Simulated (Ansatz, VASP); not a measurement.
**In: VASP beside Ansatz**

POSCAR

```
In
1.0
   -1.6714057545      1.6714057545      2.5428000285
    1.6714057545     -1.6714057545      2.5428000285
    1.6714057545      1.6714057545     -2.5428000285
In
1
Direct
    0.0000000000      0.0000000000      0.0000000000
```

File INCAR.step1:

```
PREC = Accurate
ENCUT = 520
ISMEAR = 0
SIGMA = 0.1
LREAL = False
LASPH = True
NELM = 60
NBANDS = 12
GGA = PE
ALGO = Normal
EDIFF = 1E-4
LWAVE = True
LCHARG = False
```

The input INCAR.step2:

```
PREC = Accurate
ENCUT = 520
EDIFF = 1E-7
ISMEAR = 0
SIGMA = 0.1
LREAL = False
LASPH = True
NELM = 60
ALGO = Normal
ISIF = 2
LWAVE = False
LCHARG = False
METAGGA = R2SCAN
LMIXTAU = True
NBANDS = 12
ISTART = 1
```

KPOINTS

```
regular mesh
0
Gamma
  18 18 18
```

Input for Ansatz:

```yaml
crystal:
  lattice:
    - [-1.6714057545, 1.6714057545, 2.5428000285]
    - [1.6714057545, -1.6714057545, 2.5428000285]
    - [1.6714057545, 1.6714057545, -2.5428000285]
  atoms:
    - { symbol: In, position: [0.0, 0.0, 0.0] }
basis:
  ecutwfc: 500
kpoints:
  mp_grid: { grid: [18, 18, 18] }
hamiltonian:
  xc: r2scan
scf:
  occupations: { method: gaussian, width: 0.1 }
output:
  forces: true
  stress: true
  eigenvalues: true
```

Alike in both runs: task single point; functional r2SCAN; k mesh 18 × 18 × 18; occupations gaussian, width 0.1 eV; no spin polarisation.

|  | VASP | Ansatz |
| --- | --- | --- |
| version | VASP 6.6.1 | Ansatz 0.2.0 |
| potentials or method | VASP PAW PBE potentials, release 64 (In_d), cutoff 520 eV | scalar-relativistic, plane waves, PAW |
| valence electrons in the cell | 13 | 13 |

|  | VASP | Ansatz | Ansatz less VASP |
| --- | --- | --- | --- |
| gap on the k mesh at the Fermi level (eV) | none | none | - |
| pressure (GPa) | -2.6 | -2.6 | 0.00 |

VASP's potentials were made for PBE, not for r2SCAN. A gap of «none» marks a metal or a gap that the smearing closes.
